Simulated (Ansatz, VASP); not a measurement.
## AgH16O8F: VASP beside Ansatz

```
O H Ag F
1.0
     6.57314    0.00000    0.00000
     0.00000    6.57314    0.00000
     0.00000    0.00000    6.57314
O H Ag F
8 16 1 1
Direct
  0.36040 0.13329 0.51246
  0.83647 0.59779 0.12689
  0.30871 0.40368 0.03216
  0.37040 0.62290 0.38929
  0.83332 0.99116 0.67147
  0.54102 0.07985 0.95787
  0.02272 0.14118 0.24283
  0.62166 0.45919 0.65576
  0.46966 0.07069 0.43379
  0.24110 0.12061 0.42205
  0.76790 0.71853 0.18640
  0.73338 0.53429 0.04044
  0.31505 0.49107 0.91295
  0.40053 0.28658 0.99824
  0.44860 0.74355 0.35063
  0.35356 0.54309 0.26195
  0.77902 0.94185 0.53964
  0.94165 0.89760 0.70787
  0.63634 0.03228 0.85197
  0.58863 0.01876 0.08596
  0.05433 0.19888 0.10942
  0.90076 0.05268 0.23039
  0.51964 0.51635 0.55427
  0.57025 0.32154 0.68054
  0.87464 0.39985 0.43898
  0.67731 0.91995 0.30473
```

Alike in both runs: functional PBE; dispersion D3(BJ); k mesh 1 × 1 × 1; occupations fermi-dirac, width 0.05 eV; no spin polarisation.

Ansatz relaxed the structure, and its values are those at the end. VASP's run is a single point on that final structure, the one shown.

|  | VASP | Ansatz |
| --- | --- | --- |
| version | VASP 6.6.1 | Ansatz 0.2.0 |
| potentials or method | VASP PAW PBE potentials, release 64 (O, H, Ag_sv_GW, F), cutoff 520 eV | scalar-relativistic, plane waves, PAW |
| valence electrons in the cell | 90 | 90 |

```tsv
	VASP	Ansatz	Ansatz less VASP
rms of the force components (eV/Å)	0.088	0.094	+0.0059
```
